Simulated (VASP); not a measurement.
Wanted: the native input for a VASP 6.6.1 run.

| Item | Value |
| --- | --- |
| Task | electric field gradients |
| Functional | PBEsol |
| Potentials or basis | VASP PAW PBE potentials, release 64 (Tc_pv) |
| Cutoff | 520 eV |
| k mesh | 18 × 18 × 18 |
| Occupations | fermi-dirac, width 0.03 eV |
| Spin | no spin polarisation |
| Dipole correction | no |
| Further INCAR settings | ALGO = Normal; EDIFF = 1e-08; NBANDS = 12 |

The structure of Tc lies in POSCAR:

```
Tc
1.0
    0.0000000000      1.9500000000      1.9500000000
    1.9500000000      0.0000000000      1.9500000000
    1.9500000000      1.9500000000      0.0000000000
Tc
1
Direct
    0.0000000000      0.0000000000      0.0000000000
```

This isn't the form of Tc at room conditions, which is hcp.

The input as run:

INCAR

```
ALGO = Normal
EDIFF = 1E-8
ENCUT = 520
GGA = PS
ISIF = 2
ISMEAR = -1
LASPH = T
LCHARG = F
LEFG = T
LREAL = F
LWAVE = F
NBANDS = 12
NELM = 100
PREC = Accurate
SIGMA = 0.03
```

KPOINTS

```
k-points
0
Gamma
  18 18 18
```

Potentials or basis: VASP PAW PBE potentials, release 64 (Tc_pv).

Command:

```bash
$ cat potpaw_PBE.64/Tc_pv/POTCAR > POTCAR
$ mpirun -np 1 vasp_std > vasp.out
```

Results of the run:

* Pressure: -15.8 GPa
* Band gap on the k mesh: zero (an odd number of electrons rules out a gap without spin polarisation)
* Largest electric field gradient by atom: under 0.05 V/Å² on every atom

Caveat: the cell stands under tension; the PAW data sets were made with another functional, which shifts forces and pressure a little.

Wall time 26 s on 1 thread of Intel Xeon 8259CL, on a shared host, peak memory 0.16 GiB.
